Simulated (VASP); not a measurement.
Write the native input for VASP 6.6.1 that does the following.

```yaml
Task: single point
Functional: PBE
Dispersion: D3(BJ)
Potentials_or_basis: VASP PAW PBE potentials, release 64 (Si, Li_sv)
Cutoff: 520 eV
k_mesh: 2 × 2 × 2
Occupations: gaussian, width 0.05 eV
Spin: collinear spin, zero start
Starting_moments: "[0.0, 0.0, 0.0, 0.0, 0.0, 0.0, 0.0, 0.0, 0.0, 0.0, 0.0, 0.0, 0.0, 0.0, 0.0, 0.0, 0.0] μB"
Dipole_correction: no
Further_INCAR_settings: LREAL = Auto; ALGO = Normal; EDIFF = 1e-07; NBANDS = 52
```

The structure of LiSi16 (a cell with a defect) lies in POSCAR:

```
LiSi16
1.0
    0.0000000000      5.4300000000      5.4300000000
    5.4300000000      0.0000000000      5.4300000000
    5.4300000000      5.4300000000      0.0000000000
Si Li
16 1
Direct
    0.0067129834     -0.0200739411      0.0068621547
    0.1193875691      0.1197194291      0.1207395028
   -0.0084775322      0.0032819521      0.5028368324
    0.1195644567      0.1196852670      0.6405657459
   -0.0019192449      0.4967925414     -0.0009297422
    0.1291624309      0.6108913444      0.1302232044
   -0.0019100368      0.4968069061      0.5065523941
    0.1223227440      0.6293936464      0.6244264273
    0.5020022099      0.0032615101     -0.0077508287
    0.6403887661      0.1190302026      0.1206594843
    0.5020227440      0.0031715470      0.5029919890
    0.6185065378      0.1435767035      0.6191546041
    0.5056593923      0.4962030387     -0.0006682320
    0.6233014733      0.6292012891      0.1233766114
    0.4941520258      0.5158452118      0.4952617864
    0.6232834254      0.6291775322      0.6246718232
    0.2676068140      1.1977381215      0.2674966851
```

These files were run (other wordings do the same):

INCAR

```
PREC     = Accurate       # precision mode
ENCUT    = 520            # plane-wave cutoff, eV
EDIFF    = 1E-7           # SCF threshold, eV
ISMEAR   = 0              # smearing method
SIGMA    = 0.05           # smearing width, eV
LREAL    = Auto         
LASPH    = T              # aspherical terms in the spheres
NELM     = 150            # most SCF steps
ALGO     = Normal         # electronic algorithm
ISIF     = 2              # what is computed and relaxed
LWAVE    = F              # write WAVECAR
LCHARG   = T              # write CHGCAR
ISPIN    = 2              # spin polarisation
MAGMOM   = 0 0 0 0 0 0 0 0 0 0 0 0 0 0 0 0 0 # initial moments
LORBIT   = 11             # projections on sites
GGA      = PE             # functional
IVDW     = 12             # dispersion correction
LELF     = T              # ELF
LVHAR    = T            
NBANDS   = 52             # bands
```

KPOINTS

```
regular mesh
0
Gamma
  2 2 2
```

Potentials or basis: VASP PAW PBE potentials, release 64 (Si, Li_sv).

Run with:

```bash
$ cat potpaw_PBE.64/Si/POTCAR potpaw_PBE.64/Li_sv/POTCAR > POTCAR
$ mpirun -np 1 vasp_std > vasp.out
```

It gave:

```yaml
Largest_force: 0.470 eV/Å
Net_moment: 0.00 μB per cell
Valence_electrons_inside_the_program's_atomic_spheres: Si 1.71, 1.69, 1.70 (each value once); Li 2.12
Dispersion_energy_per_atom: -0.321 eV
```

Caveat: the k points lie up to 0.50 Å⁻¹ apart; no moment was typed at the start, so none could form.

Run time: 10 min on 1 thread of Intel(R) Xeon(R) Platinum 8259CL CPU @ 2.50GHz (Skylake/Cascade Lake), on a shared host, peak memory 0.71 GiB.
